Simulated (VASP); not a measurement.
Crystal: SiC.

```
Si C
1.0
     3.07569    0.00000    0.00000
    -1.53785    2.66363    0.00000
     0.00000    0.00000   10.07065
Si C
4 4
Direct
  0.66667 0.33333 0.93784
  0.33333 0.66667 0.43784
  0.00000 0.00000 0.68789
  0.00000 0.00000 0.18789
  0.66667 0.33333 0.74980
  0.33333 0.66667 0.24980
  0.00000 0.00000 0.50046
  0.00000 0.00000 0.00046
```

```yaml
Program: VASP 6.6.1
Task: relaxation of cell and atoms
Functional: PBE
Potentials_or_basis: VASP PAW PBE potentials, release 64 (Si, C)
Cutoff: 600 eV
k_mesh: 12 × 12 × 4
Occupations: gaussian, width 0.02 eV
Spin: no spin polarisation
```

At the start: pressure 3.7 GPa; volume 10.31 Å³/atom.

**Question.** How do energy, volume and symmetry change on relaxing?

**Answer.** Over 7 steps the energy falls by 2.0 meV/atom and the volume is 10.49 Å³/atom (+1.7 %); space group P6_3mc (No. 186, to 0.1 Å) before and after.

Step by step:
| step | energy change (eV) | largest force (eV/Å) | pressure (GPa) | volume (Å³) |
| --- | --- | --- | --- | --- |
| 1 | 0.0000 | 0.0055 | 3.72 | 82.50 |
| 2 | 0.0009 | 0.0173 | -3.60 | 85.40 |
| 3 | -0.0161 | 0.0065 | 0.00 | 83.91 |
| 4 | -0.0161 | 0.0063 | 0.07 | 83.88 |
| 5 | -0.0161 | 0.0043 | 0.07 | 83.89 |
| 6 | -0.0161 | 0.0009 | 0.07 | 83.89 |
| 7 | -0.0161 | 0.0003 | 0.04 | 83.90 |

Final structure:
```cif
data_structure
_symmetry_space_group_name_H-M 'P 1'
_symmetry_Int_Tables_number 1
_cell_length_a 3.0931
_cell_length_b 3.0931
_cell_length_c 10.1261
_cell_angle_alpha 90.000
_cell_angle_beta 90.000
_cell_angle_gamma 120.000
_cell_volume 83.90
loop_
_atom_site_label
_atom_site_type_symbol
_atom_site_fract_x
_atom_site_fract_y
_atom_site_fract_z
_atom_site_occupancy
Si1 Si 0.66667 0.33333 0.93785 1
Si2 Si 0.33333 0.66667 0.43785 1
Si3 Si 0.00000 0.00000 0.68790 1
Si4 Si 0.00000 0.00000 0.18790 1
C1 C 0.66667 0.33333 0.74981 1
C2 C 0.33333 0.66667 0.24981 1
C3 C 0.00000 0.00000 0.50045 1
C4 C 0.00000 0.00000 0.00045 1
```
